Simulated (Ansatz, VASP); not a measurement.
# One calculation of CuI, two programs

INCAR

```
  ALGO = Normal
  EDIFF = 1E-6
  EDIFFG = -0.01
  ENCUT = 600
  GGA = PS
  IBRION = 2
  ISIF = 3
  ISMEAR = 0
  IVDW = 12
  LASPH = True
  LCHARG = False
  LREAL = False
  LWAVE = False
  NELM = 60
  NSW = 80
  PREC = Accurate
  SIGMA = 0.01
```

File KPOINTS:

```
k-points
0
Gamma
  6 6 4
```

POSCAR

```
CuI
1.0
    4.0229000000      0.0000000000      0.0000000000
    0.0000000000      4.0229000000      0.0000000000
    0.0000000000      0.0000000000      5.6506000000
Cu I
2 2
Direct
    0.0000000000      0.0000000000      0.0000000000
    0.5000000000      0.5000000000      0.0000000000
    0.0000000000      0.5000000000      0.2913000000
    0.5000000000      0.0000000000      0.7087000000
```

Input for Ansatz:

```yaml
crystal:
  lattice:
    - [4.0229, 0.0, 0.0]
    - [0.0, 4.0229, 0.0]
    - [0.0, 0.0, 5.6506]
  atoms:
    - { symbol: Cu, position: [0.0, 0.0, 0.0] }
    - { symbol: Cu, position: [0.5, 0.5, 0.0] }
    - { symbol: I, position: [0.0, 0.5, 0.2913] }
    - { symbol: I, position: [0.5, 0.0, 0.7087] }
basis:
  ecutwfc: 462.593566181796
kpoints:
  mp_grid:
    grid: [6, 6, 4]
hamiltonian:
  xc: pbesol
  dispersion: d3bj
scf:
  occupations:
    method: fixed
relax:
  cell: {}
```

Alike in both runs: task relaxation of cell and atoms; functional PBEsol; dispersion D3(BJ); k mesh 6 × 6 × 4; no spin polarisation.

|  | VASP | Ansatz |
| --- | --- | --- |
| version | VASP 6.6.1 | Ansatz 0.2.0 |
| potentials or method | VASP PAW PBE potentials, release 64 (Cu, I), cutoff 600 eV | plane waves, PAW |
| occupations | gaussian, width 0.01 eV | fixed |
| valence electrons in the cell | 36 | 72 |

```csv
,VASP,Ansatz,Ansatz less VASP
relaxed volume (Å³/atom),23.21,23.14,-0.073
relaxed cell length with the largest relative difference (Å),3.941,3.936,-0.0053
```

VASP's potentials were made for PBE, not for PBEsol. VASP's potentials hold 36 valence electrons a cell and Ansatz's 72, so a difference there can come from the potentials and not from the codes.

Neither program's run includes spin-orbit coupling.
